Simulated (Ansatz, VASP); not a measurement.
## One calculation of GaN, two programs

```
CELL_PARAMETERS angstrom
2.98064 0.00000 0.00000
-1.49032 2.58131 0.00000
0.00000 0.00000 2.68337
ATOMIC_POSITIONS crystal
Ga 0.66667 0.33333 0.50000
N 0.00000 0.00000 0.00000
```

Alike in both runs: task single point; functional PBE; k mesh 10 × 10 × 10; occupations gaussian, width 0.03 eV; no spin polarisation.

|  | VASP | Ansatz |
| --- | --- | --- |
| version | VASP 6.6.1 | Ansatz 0.2.0 |
| potentials or method | VASP PAW PBE potentials, release 64 (Ga_d, N) | Ansatz PAW |
| plane-wave cutoff (eV) | 520 | 420 |
| valence electrons in the cell | 18 | 18 |

Ansatz gave:

```
gap on the k mesh at the Fermi level (eV)                     : none
pressure (GPa)                                                : 0.0
traceless stress, the component that is largest in VASP (GPa) : -0.54
```

Task: Estimate VASP's values.

Result: gap on the k mesh at the Fermi level (eV): none; pressure (GPa): 0.7; traceless stress, the component that is largest in VASP (GPa): -0.45.

A gap of «none» marks a metal or a gap that the smearing closes.
